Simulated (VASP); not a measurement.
A run of VASP 6.6.1 is set up as follows.

The input INCAR:

```
  PREC = Accurate
  ENCUT = 520
  EDIFF = 1E-6
  ISMEAR = 0
  SIGMA = 0.15
  LREAL = F
  LASPH = T
  NELM = 80
  ALGO = Normal
  ISIF = 2
  LWAVE = F
  LCHARG = F
  GGA = PE
  NBANDS = 16
```

File KPOINTS:

```
regular mesh
0
Gamma
  16 16 16
```

The input POSCAR:

```
GaSb
1.0
   -1.7691194774      2.7200959894      2.4505063734
    1.7691194774     -2.7200959894      2.4505063734
    1.7691194774      2.7200959894     -2.4505063734
Ga Sb
1 1
Direct
    0.0000000000      0.0000000000      0.0000000000
    0.5000000000      0.5000000000      0.0000000000
```

Potentials or basis: VASP PAW PBE potentials, release 64 (Ga_d, Sb).

Run with:

```sh
$ cat potpaw_PBE.64/Ga_d/POTCAR potpaw_PBE.64/Sb/POTCAR > POTCAR
$ mpirun -np 1 vasp_std > vasp.out
```

Question: Estimate the pressure.

Answer: 9.6 GPa.

Question: Estimate the band gap on the k mesh.

Answer: Zero (bands 9 and 10 overlap by 5.58 eV).

Stress tensor (GPa, compression positive):
```
-4.42  0.00  0.00
 0.00 -4.61  0.00
 0.00  0.00 37.84
```

Caveat: the cell differs from its parent crystal (strain +e along x and -e along y +0.0267, strain +e along z and -e/2 along x and y -0.1500); the cell stands under pressure; spin-orbit coupling is left out, which moves the levels of the heavy elements.
